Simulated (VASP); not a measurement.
A run of VASP 6.6.1 is set up as follows.

Contents of INCAR:

```
SYSTEM = BaTiO3
ALGO = Normal
EDIFF = 1E-6
ENCUT = 520
GGA = PE
ISIF = 2
ISMEAR = -1
LASPH = .TRUE.
LCHARG = .TRUE.
LELF = .TRUE.
LREAL = .FALSE.
LVHAR = .TRUE.
LWAVE = .FALSE.
NBANDS = 28
NELM = 80
PREC = Accurate
SIGMA = 0.05
```

Contents of KPOINTS:

```
k-points
0
G
  7 7 7
  0 0 0
```

Contents of POSCAR:

```
BaTiO3
1.0
    2.8831267135      1.6645739807      2.3631888685
   -2.8831267135      1.6645739807      2.3631888685
    0.0000000000     -3.3291479614      2.3631888685
Ba Ti O
1 1 3
Direct
    0.0334731600      0.9884685300      0.0018377600
    0.5061032600      0.5274847800      0.5372321600
    0.4862471500      0.4971470800      0.9711514600
    0.4740898700      0.9864150100      0.4720123700
    0.9787865600      0.4791845900      0.4964662400
```

Potentials or basis: VASP PAW PBE potentials, release 64 (Ba_sv, Ti_sv, O).

Run with:

```sh
$ cat potpaw_PBE.64/Ba_sv/POTCAR potpaw_PBE.64/Ti_sv/POTCAR potpaw_PBE.64/O/POTCAR > POTCAR
$ mpirun -np 1 vasp_std > vasp.out
```

(1) What does it give for the pressure?

(2) Estimate the largest force.

(3) What does it give for the band gap on the k mesh?

## Answers

(1) 1.2 GPa.

(2) 1.513 eV/Å.

(3) 2.58 eV (least direct gap 3.14 eV).

Caveat: spin-orbit coupling is left out, which moves the levels of the heavy elements; an odd mesh through Γ misses points on the zone boundary, where band edges can lie; forces of over 1 eV/Å act on the atoms, so gaps and moduli don't describe the material at rest.
